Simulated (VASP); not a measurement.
# Sm3O (P6/mmm) in VASP: notebook

The runs below take Sm3O through single point, with PBE.

Everything below comes from runs of VASP 6.6.1. Logs are shortened: lines on timing, memory, paths and dates and some standing lists are left out, and cuts for length are marked.

## Step 1: The cell of the first run

The structure is hexagonal, space group P6/mmm (No. 191). Conventional cell: a = 5.872 Å, b = 5.872 Å, c = 3.485 Å, α = 90.00°, β = 90.00°, γ = 120.00°. Sm (site symmetry mmm) has 2 O at 2.94 Å and 6 Sm at 2.94 to 3.49 Å within 3.9 Å. O (site symmetry 6/mmm) has 6 Sm at 2.94 Å and 2 O at 3.49 Å within 3.9 Å.

The cell was built from a structure type or drawn by symmetry, and may not be a known phase.

## Step 2: Single point, PBE

Contents of INCAR:

```
PREC = Accurate ; ENCUT = 600
EDIFF = 1E-6 ; ISMEAR = 0
SIGMA = 0.1 ; LREAL = F
LASPH = T ; NELM = 200
ALGO = Normal ; ISIF = 2
LWAVE = F ; LCHARG = F
GGA = PE ; NBANDS = 28
GGA_COMPAT = F ; LMAXMIX = 6
```

Contents of KPOINTS:

```
regular mesh
0
Gamma
  3 3 6
```

Contents of POSCAR:

```
Sm3O
1.0
    5.8718325657      0.0000000000      0.0000000000
   -2.9359162828      5.0851561687      0.0000000000
    0.0000000000      0.0000000000      3.4854854520
Sm O
3 1
Direct
    0.5000000000      0.0000000000      0.0000000000
    0.0000000000      0.5000000000      0.0000000000
    0.5000000000      0.5000000000      0.0000000000
    0.0000000000      0.0000000000      0.0000000000
```

Potentials or basis: VASP PAW PBE potentials, release 64 (Sm_3, O), 4f in core.

Run with:

```console
$ cat potpaw_PBE.64/Sm_3/POTCAR potpaw_PBE.64/O/POTCAR > POTCAR
$ mpirun -np 1 vasp_std > vasp.out
```

OUTCAR:

```text
PREC = Accurate
   ENCUT = 600
   EDIFF = 1E-6
   ISMEAR = 0
   LREAL = F
   LASPH = T
   NELM = 200
   ISIF = 2
   GGA = PE

 ion  position               nearest neighbor table
   1  0.500  0.000  0.000-   3 2.94   3 2.94   2 2.94   2 2.94
   2  0.000  0.500  0.000-   3 2.94   3 2.94   1 2.94   1 2.94
   3  0.500  0.500  0.000-   2 2.94   2 2.94   1 2.94   1 2.94
   4  0.000  0.000  0.000-

  LATTYP: Found a hexagonal cell.
 ALAT       =     5.8718325657
 C/A-ratio  =     0.5935941485

  Lattice vectors:

 A1 = (   5.8718325657,   0.0000000000,   0.0000000000)
 A2 = (  -2.9359162828,   5.0851561687,   0.0000000000)
 A3 = (   0.0000000000,   0.0000000000,   3.4854854520)

Analysis of symmetry for initial positions (statically):
=====================================================================
 Subroutine PRICEL returns:
 Original cell was already a primitive cell.

 Routine SETGRP: Setting up the symmetry group for a
 hexagonal supercell.

 Subroutine GETGRP returns: Found 24 space group operations
 (whereof 24 operations were pure point group operations)
 out of a pool of 24 trial point group operations.

The static configuration has the point symmetry D_6h.

Analysis of symmetry for dynamics (positions and initial velocities):
=====================================================================
 Subroutine PRICEL returns:
 Original cell was already a primitive cell.

 Routine SETGRP: Setting up the symmetry group for a
 hexagonal supercell.

 Subroutine GETGRP returns: Found 24 space group operations
 (whereof 24 operations were pure point group operations)
 out of a pool of 24 trial point group operations.

The dynamic configuration has the point symmetry D_6h.

 Subroutine INISYM returns: Found 24 space group operations
 (whereof 24 operations are pure point group operations),
 and found     1 'primitive' translations

----------------------------------------------------------------------------------------

                                     Primitive cell

  volume of cell :     104.0738

  direct lattice vectors                    reciprocal lattice vectors
     5.871832566  0.000000000  0.000000000     0.170304584  0.098325397  0.000000000
    -2.935916283  5.085156169  0.000000000     0.000000000  0.196650794  0.000000000
     0.000000000  0.000000000  3.485485452     0.000000000  0.000000000  0.286904081

  length of vectors
     5.871832566  5.871832566  3.485485452     0.196650794  0.196650794  0.286904081

  position of ions in fractional coordinates (direct lattice)
     0.500000000  0.000000000  0.000000000
     1.000000000  0.500000000  0.000000000
     0.500000000  0.500000000  0.000000000
     0.000000000  0.000000000  0.000000000

  ion indices of the primitive-cell ions
   primitive index   ion index
                 1           1
                 2           2
                 3           3
                 4           4

----------------------------------------------------------------------------------------

 KPOINTS: regular mesh

Automatic generation of k-mesh.
 Grid dimensions read from file:
 generate k-points for:    3    3    6

 Generating k-lattice:

  Cartesian coordinates                     Fractional coordinates (reciprocal lattice)
     0.056768195  0.032775132  0.000000000     0.333333333 -0.000000000  0.000000000
     0.000000000  0.065550265  0.000000000     0.000000000  0.333333333  0.000000000
     0.000000000  0.000000000  0.047817347     0.000000000  0.000000000  0.166666667

  Length of vectors
     0.065550265  0.065550265  0.047817347

  Shift w.r.t. Gamma in fractional coordinates (k-lattice)
     0.000000000  0.000000000  0.000000000

 Subroutine IBZKPT returns following result:
 ===========================================

 Found     12 irreducible k-points:

 Following reciprocal coordinates:
            Coordinates               Weight
  0.000000  0.000000  0.000000      1.000000
  0.333333  0.000000  0.000000      6.000000
  0.333333  0.333333  0.000000      2.000000
  0.000000  0.000000  0.166667      2.000000
  0.333333  0.000000  0.166667     12.000000
  0.333333  0.333333  0.166667      4.000000
  0.000000  0.000000  0.333333      2.000000
  0.333333  0.000000  0.333333     12.000000
  0.333333  0.333333  0.333333      4.000000
  0.000000  0.000000  0.500000      1.000000
  0.333333  0.000000  0.500000      6.000000
  0.333333  0.333333  0.500000      2.000000
   k-points           NKPTS =     12   k-points in BZ     NKDIM =     12   number of bands    NBANDS=     28
   number of dos      NEDOS =    301   number of ions     NIONS =      4
   total plane-waves  NPLWV =  64512
   dimension x,y,z NGX =    48 NGY =   48 NGZ =   28
   dimension x,y,z NGXF=    96 NGYF=   96 NGZF=   56
   ions per type =               3   1
   NGX,Y,Z   is equivalent  to a cutoff of  13.59, 13.59, 13.36 a.u.
   NGXF,Y,Z  is equivalent  to a cutoff of  27.18, 27.18, 26.71 a.u.
 SYSTEM =  unknown system
   PREC   = accura    normal or accurate (medium, high low for compatibility)
   ISTART =      0    job   : 0-new  1-cont  2-samecut
   ICHARG =      2    charge: 1-file 2-atom 10-const
   ISPIN  =      1    spin polarized calculation?
   LNONCOLLINEAR =      F non collinear calculations
   LSORBIT =      F    spin-orbit coupling
   LASPH  =      T    aspherical Exc in radial PAW
   ENCUT  =  600.0 eV  44.10 Ry    6.64 a.u.  11.73 11.73  6.96*2*pi/ulx,y,z
   NELM   =    200;   NELMIN=  2; NELMDL= -5     # of ELM steps
   EDIFF  = 0.1E-05   stopping-criterion for ELM
   LREAL  =      F    real-space projection
   EDIFFG = 0.1E-04   stopping-criterion for IOM
   NSW    =      0    number of steps for IOM
   IBRION =     -1    ionic relax: 0-MD 1-quasi-New 2-CG
   NFREE  =      0    steps in history (QN), initial steepest desc. (CG)
   ISIF   =      2    stress and relaxation
   ISYM   =      2    0-nonsym 1-usesym 2-fastsym
   POTIM  = 0.5000    time-step for ionic-motion
   TEBEG  =    0.0;   TEEND  =   0.0 temperature during run
   PSTRESS=    0.0 pullay stress
   NELECT =      39.0000    total number of electrons
   NUPDOWN=      -1.0000    fix difference up-down
   EMIN   =  10.00;   EMAX   =-10.00  energy-range for DOS
   EFERMI =   0.00;   METHOD = LEGACY
   ISMEAR =     0;   SIGMA  =   0.10  broadening in eV -4-tet -1-fermi 0-gaus
   EFERMI_NEDOS =   21; number of points for ismear=-14 and -15
   IALGO  =     38    algorithm
   IMIX   =      4    mixing-type and parameters
     AMIX     =   0.40;   BMIX     =  1.00
     AMIX_MAG =   1.60;   BMIX_MAG =  1.00
  volume/ion in A,a.u.               =      26.02       175.58
  Fermi-wavevector in a.u.,A,eV,Ry     =   1.180273  2.230393 18.953532  1.393045
  Thomas-Fermi vector in A             =   2.316569
   LORBIT       =      0    0 simple, 1 ext, 2 COOP (PROOUT), +10 PAW based schemes
   GGA     = PE    functional components
   LHFCALC =     F    Hartree Fock is set to
   AEXX    =    0.0000 exact exchange contribution
   IVDW    =     0    specifies the selected vdW correction
   LEPSILON=     F    determine dielectric tensor
   LRPA    =     F    only Hartree local field effects (RPA)
 non-spin polarized calculation
 Gauss-broadening in eV      SIGMA  =   0.10
  energy-cutoff  :      600.00
  volume of cell :      104.07
 maximum number of plane-waves:      3498
 NGX is ok and might be reduce to    48
   NGX = 23   NGY = 23   NGZ = 13

 number of electron      38.9999998 magnetization

 Free energy of the ion-electron system (eV)
  ---------------------------------------------------
  ext. energy  EPLUGINS =         0.00000000
  ---------------------------------------------------
  free energy    TOTEN  =       -18.35170846 eV

  energy without entropy =      -18.32931118  energy(sigma->0) =      -18.34050982

 E-fermi :   3.2014     XC(G=0):  -9.8668

 val. band max:        3.1540945327   @ k =   0.3333   0.0000   0.1667
 cond. band min:       3.2681187734   @ k =   0.3333   0.0000   0.0000
 fundamental gap:      0.1140242407
 Fermi energy:         3.2013619302

 k-point     1 :       0.0000    0.0000    0.0000
  band No.  band energies     occupation
      1     -38.4830      2.00000
      2     -37.9945      2.00000
      3     -37.9945      2.00000
      4     -19.6794      2.00000
      5     -18.5392      2.00000
      6     -18.5392      2.00000
[... 20 lines left out ...]
     27       6.4746      0.00000
     28       8.0655      0.00000

 k-point     2 :       0.3333    0.0000    0.0000
  band No.  band energies     occupation
      1     -38.3842      2.00000
      2     -38.1028      2.00000
      3     -37.9951      2.00000
      4     -19.2140      2.00000
      5     -18.4129      2.00000
      6     -18.1373      2.00000
[... 20 lines left out ...]
     27       6.1763      0.00000
     28       7.2895      0.00000

 k-point     3 :       0.3333    0.3333    0.0000
  band No.  band energies     occupation
      1     -38.2457      2.00000
      2     -38.2457      2.00000
      3     -37.9958      2.00000
      4     -18.5371      2.00000
      5     -18.5371      2.00000
      6     -18.2470      2.00000
[... 20 lines left out ...]
     27       5.9568      0.00000
     28       6.2734      0.00000

 k-point     4 :       0.0000    0.0000    0.1667
  band No.  band energies     occupation
      1     -38.4700      2.00000
      2     -37.9828      2.00000
      3     -37.9828      2.00000
      4     -19.6538      2.00000
      5     -18.5179      2.00000
      6     -18.5179      2.00000
[... 20 lines left out ...]
     27       8.1429      0.00000
     28       8.1429      0.00000

 k-point     5 :       0.3333    0.0000    0.1667
  band No.  band energies     occupation
      1     -38.3715      2.00000
      2     -38.0909      2.00000
      3     -37.9835      2.00000
      4     -19.1900      2.00000
      5     -18.3916      2.00000
      6     -18.1177      2.00000
[... 20 lines left out ...]
     27       6.4030      0.00000
     28       7.0653      0.00000

 k-point     6 :       0.3333    0.3333    0.1667
  band No.  band energies     occupation
      1     -38.2334      2.00000
      2     -38.2334      2.00000
      3     -37.9842      2.00000
      4     -18.5158      2.00000
      5     -18.5158      2.00000
      6     -18.2256      2.00000
[... 20 lines left out ...]
     27       6.1311      0.00000
     28       6.8699      0.00000

 k-point     7 :       0.0000    0.0000    0.3333
  band No.  band energies     occupation
      1     -38.4441      2.00000
      2     -37.9594      2.00000
      3     -37.9594      2.00000
      4     -19.6019      2.00000
      5     -18.4749      2.00000
      6     -18.4749      2.00000
[... 20 lines left out ...]
     27       7.7200      0.00000
     28       8.3105      0.00000

 k-point     8 :       0.3333    0.0000    0.3333
  band No.  band energies     occupation
      1     -38.3460      2.00000
      2     -38.0669      2.00000
      3     -37.9600      2.00000
      4     -19.1412      2.00000
      5     -18.3483      2.00000
      6     -18.0781      2.00000
[... 20 lines left out ...]
     27       6.7093      0.00000
     28       7.1511      0.00000

 k-point     9 :       0.3333    0.3333    0.3333
  band No.  band energies     occupation
      1     -38.2086      2.00000
      2     -38.2086      2.00000
      3     -37.9607      2.00000
      4     -18.4725      2.00000
      5     -18.4725      2.00000
      6     -18.1822      2.00000
[... 20 lines left out ...]
     27       6.9574      0.00000
     28       7.0103      0.00000

 k-point    10 :       0.0000    0.0000    0.5000
  band No.  band energies     occupation
      1     -38.4310      2.00000
      2     -37.9477      2.00000
      3     -37.9477      2.00000
      4     -19.5756      2.00000
      5     -18.4532      2.00000
      6     -18.4532      2.00000
[... 20 lines left out ...]
     27       8.1896      0.00000
     28       8.3855      0.00000

 k-point    11 :       0.3333    0.0000    0.5000
  band No.  band energies     occupation
      1     -38.3332      2.00000
      2     -38.0548      2.00000
      3     -37.9483      2.00000
      4     -19.1165      2.00000
      5     -18.3262      2.00000
      6     -18.1039      2.00000
[... 20 lines left out ...]
     27       7.4536      0.00000
     28       8.0084      0.00000

 k-point    12 :       0.3333    0.3333    0.5000
  band No.  band energies     occupation
      1     -38.1961      2.00000
      2     -38.1961      2.00000
      3     -37.9489      2.00000
      4     -18.4503      2.00000
      5     -18.4503      2.00000
      6     -18.1599      2.00000
[... 20 lines left out ...]
     27       6.6037      0.00000
     28       7.5780      0.00000

------------------------ aborting loop because EDIFF is reached ----------------------------------------

  FORCE on cell =-STRESS in cart. coord.  units (eV):
  Direction    XX          YY          ZZ          XY          YZ          ZX
  --------------------------------------------------------------------------------------
  -------------------------------------------------------------------------------------
  Total        0.2770168      0.2770168     -0.1190479      0.0000000      0.0000000      0.0000000
  in kB        4.2645718      4.2645718     -1.8326991      0.0000000      0.0000000      0.0000000
  external PRESSURE =       2.2321482 kB  Pullay stress =       0.0000000 kB

 VOLUME and BASIS-vectors are now :
 -----------------------------------------------------------------------------
  energy-cutoff  :      600.00
  volume of cell :      104.07
      direct lattice vectors                 reciprocal lattice vectors
     5.871832566  0.000000000  0.000000000     0.170304584  0.098325397  0.000000000
    -2.935916283  5.085156169  0.000000000     0.000000000  0.196650794  0.000000000
     0.000000000  0.000000000  3.485485452     0.000000000  0.000000000  0.286904081

 POSITION                                       TOTAL-FORCE (eV/Angst)
 -----------------------------------------------------------------------------------
      2.93592      0.00000      0.00000        -0.000000      0.000000      0.000000
     -1.46796      2.54258      0.00000        -0.000000      0.000000      0.000000
      1.46796      2.54258      0.00000         0.000000      0.000000      0.000000
      0.00000      0.00000      0.00000        -0.000000      0.000000      0.000000
 -----------------------------------------------------------------------------------
    total drift:                               -0.000000      0.000000      0.000000

  FREE ENERGIE OF THE ION-ELECTRON SYSTEM (eV)
  ---------------------------------------------------
  free  energy   TOTEN  =       -18.3517084556 eV

  energy  without entropy=      -18.3293111819  energy(sigma->0) =      -18.34050982
```

It took 36 s on 1 thread of Intel Xeon Platinum 8375C at 2.90GHz (Ice Lake), shared host; peak memory 0.24 GiB.

Results:

| Quantity | Value |
| --- | --- |
| Free energy | -18.3517 eV |
| Pressure | 0.2 GPa |
| Band gap on the k mesh | zero (an odd number of electrons rules out a gap without spin polarisation) |

Caveat: the k points lie up to 0.41 Å⁻¹ apart, too coarse for converged energies and pressures of a metal; spin-orbit coupling is left out, which moves the levels of the heavy elements; the 4f electrons are frozen in the core, so they carry no moment and show no levels; an odd number of electrons without spin polarisation forces a metal; a magnetic or distorted state may lie lower; the run has no spin polarisation, though such a crystal can be magnetic. Spin polarisation is off, so any magnetic state and its effect on volume and gap are missing.

(Continued in part 2 of 2.)
